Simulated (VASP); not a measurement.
Wanted: the native input for a VASP 6.6.1 run.

```
Task                   : single point
Functional             : BLYP
Potentials or basis    : VASP PAW PBE potentials, release 64 (Ba_sv)
Cutoff                 : 520 eV
k mesh                 : 10 × 10 × 10
Occupations            : fermi-dirac, width 0.1 eV
Spin                   : no spin polarisation
Dipole correction      : no
Further INCAR settings : ALGO = Normal; EDIFF = 1e-07; NBANDS = 11
```

The structure of Ba lies in POSCAR:

```
Ba
1.0
    0.0000000000      3.0919750376      3.0919750376
    3.0919750376      0.0000000000      3.0919750376
    3.0919750376      3.0919750376      0.0000000000
Ba
1
Direct
    0.0000000000      0.0000000000      0.0000000000
```

This cell differs from its parent crystal: volume scaled by 0.88.

These files were run (other wordings do the same):

INCAR

```
PREC = Accurate
ENCUT = 520
EDIFF = 1E-7
ISMEAR = -1
SIGMA = 0.1
LREAL = False
LASPH = True
NELM = 100
ALGO = Normal
ISIF = 2
LWAVE = False
LCHARG = True
GGA = B5
ALDAX = 1.0
AGGAX = 1.0
AGGAC = 1.0
ALDAC = 0.0
LELF = True
LVHAR = True
NBANDS = 11
```

KPOINTS

```
Automatic mesh
0
Gamma
  10 10 10
```

Potentials or basis: VASP PAW PBE potentials, release 64 (Ba_sv).

Command:

```console
$ cat potpaw_PBE.64/Ba_sv/POTCAR > POTCAR
$ mpirun -np 1 vasp_std > vasp.out
```

Results of the run:

```json
{
  "Pressure": "1.3 GPa",
  "Band gap on the k mesh": "zero (band 5 reaches 2.41 eV, above the bottom of band 6 at 2.12 eV)"
}
```

Caveat: the PAW data sets were made with another functional, which shifts forces and pressure a little; spin-orbit coupling is left out, which moves the levels of the heavy elements.

Run time: 76 s on 1 thread of AMD EPYC 7R43 64-Core Processor (Zen 3), on a shared host, peak memory 0.17 GiB.
